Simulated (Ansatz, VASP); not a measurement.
## KCl in VASP and in Ansatz

INCAR

```
SYSTEM = KCl
PREC = Accurate ; ENCUT = 520
EDIFF = 1E-7 ; ISMEAR = 0
SIGMA = 0.05 ; LREAL = .FALSE.
LASPH = .TRUE. ; NELM = 60
ALGO = Normal ; ISIF = 2
LWAVE = .FALSE. ; LCHARG = .FALSE.
GGA = PS ; NBANDS = 15
```

The input KPOINTS:

```
Automatic mesh
0
G
  6 6 6
  0 0 0
```

The input POSCAR:

```
KCl
1.0
    0.0000000000      3.2823440000      2.9036120000
    3.2823440000      0.0000000000      2.9036120000
    3.2823440000      3.2823440000      0.0000000000
K Cl
1 1
Direct
    0.0000000000      0.0000000000      0.0000000000
    0.5000000000      0.5000000000      0.5000000000
```

Input for Ansatz:

```yaml
crystal:
  lattice:
    - [0.0, 3.282344, 2.903612]
    - [3.282344, 0.0, 2.903612]
    - [3.282344, 3.282344, 0.0]
  atoms:
    - { symbol: K, position: [0.0, 0.0, 0.0] }
    - { symbol: Cl, position: [0.5, 0.5, 0.5] }
basis:
  ecutwfc: 420
kpoints:
  mp_grid: { grid: [6, 6, 6] }
hamiltonian:
  xc: pbesol
scf:
  occupations: { method: gaussian, width: 0.05 }
output:
  forces: true
  stress: true
  eigenvalues: true
```

Change from the starting cell: strain +0.040 along x and y, -0.080 along z, atoms carried along.

Alike in both runs: task single point; functional PBEsol; k mesh 6 × 6 × 6; occupations gaussian, width 0.05 eV; no spin polarisation.

|  | VASP | Ansatz |
| --- | --- | --- |
| version | VASP 6.6.1 | Ansatz 0.2.0 |
| potentials or method | VASP PAW PBE potentials, release 64 (K_sv, Cl), cutoff 520 eV | scalar-relativistic, plane waves, PAW |
| valence electrons in the cell | 16 | 16 |

|  | VASP | Ansatz | Ansatz less VASP |
| --- | --- | --- | --- |
| gap on the k mesh at the Fermi level (eV) | 4.87 | 4.88 | +0.005 |
| least direct gap on the mesh (eV) | 4.87 | 4.88 | +0.005 |
| pressure (GPa) | 0.5 | 0.4 | -0.05 |
| traceless stress, the component that is largest in VASP (GPa) | 3.64 | 3.56 | -0.083 |

VASP's potentials were made for PBE, not for PBEsol. With one functional, cell and mesh, what is left measures potentials, basis and numerics.
